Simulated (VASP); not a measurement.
# NiO: single point with LDA+U

The system is NiO.

```
CELL_PARAMETERS angstrom
0.00000 2.10048 2.10048
2.10048 0.00000 2.10048
2.10048 2.10048 0.00000
ATOMIC_POSITIONS crystal
Ni 0.00000 0.00000 0.00000
O 0.50000 0.50000 0.50000
```

| Item | Value |
| --- | --- |
| Program | VASP 6.6.1 |
| Task | single point |
| Functional | LDA |
| Potentials or basis | VASP PAW LDA potentials, release 64 (Ni_sv_GW, O) |
| Cutoff | 700 eV |
| k mesh | 8 × 8 × 8 |
| Occupations | fermi-dirac, width 0.1 eV |
| Spin | collinear spin, ferromagnetic start |
| Starting moments | [2.0, 0.0] μB |
| Hubbard terms | Ni d U = 6.2 eV |
| Dipole correction | no |
| Further INCAR settings | ALGO = Normal; EDIFF = 1e-06; NBANDS = 23 |

* Pressure: -11.4 GPa
* Band gap on the k mesh: 1.98 eV (least direct gap 2.88 eV)
* Net moment: 2.00 μB per cell
* Site moments: Ni +1.76; O +0.20 μB
* Valence electrons inside the program's atomic spheres: Ni 16.12; O 4.99

Levels at points of the mesh, in eV from the valence-band top:
Spin up:
| k point | band 10 | band 11 | band 12 | band 13 | band 14 | band 15 | band 16 | band 17 |
| --- | --- | --- | --- | --- | --- | --- | --- | --- |
| (0.00, 0.00, 0.00) | -4.60 | -1.82 | -1.82 | -1.82 | 2.19 | 18.18 | 18.58 | 18.58 |
| (0.50, 0.00, 0.00) | -4.06 | -2.96 | 0.00 | 0.00 | 6.11 | 10.50 | 14.26 | 14.26 |
| (0.50, 0.50, 0.00) | -3.77 | -3.77 | -3.19 | -3.19 | 6.40 | 11.20 | 11.91 | 16.91 |
Spin down:
| k point | band 9 | band 10 | band 11 | band 12 | band 13 | band 14 |
| --- | --- | --- | --- | --- | --- | --- |
| (0.00, 0.00, 0.00) | -1.44 | -1.44 | -1.44 | 1.98 | 1.98 | 2.53 |
| (0.50, 0.00, 0.00) | -2.00 | -2.00 | -1.84 | 4.47 | 4.47 | 6.33 |
| (0.50, 0.50, 0.00) | -2.83 | -2.46 | -2.46 | 2.47 | 2.97 | 6.91 |

Eigenvalues of the final occupation matrices:
| site | spin | trace | eigenvalues |
| --- | --- | --- | --- |
| site 1 d | 1 | 4.75 | 0.94 0.94 0.94 0.97 0.97 |
| site 1 d | 2 | 3.01 | 0.11 0.11 0.93 0.93 0.93 |

Run time: 47 s on 1 thread of AMD EPYC 7R13 Processor (Zen 3), with other jobs on the host, peak memory 0.15 GiB.

Caveat: the cell stands under tension; a cell with one magnetic atom can't hold antiferromagnetic order, which such compounds often take. A k mesh can miss the band edges.
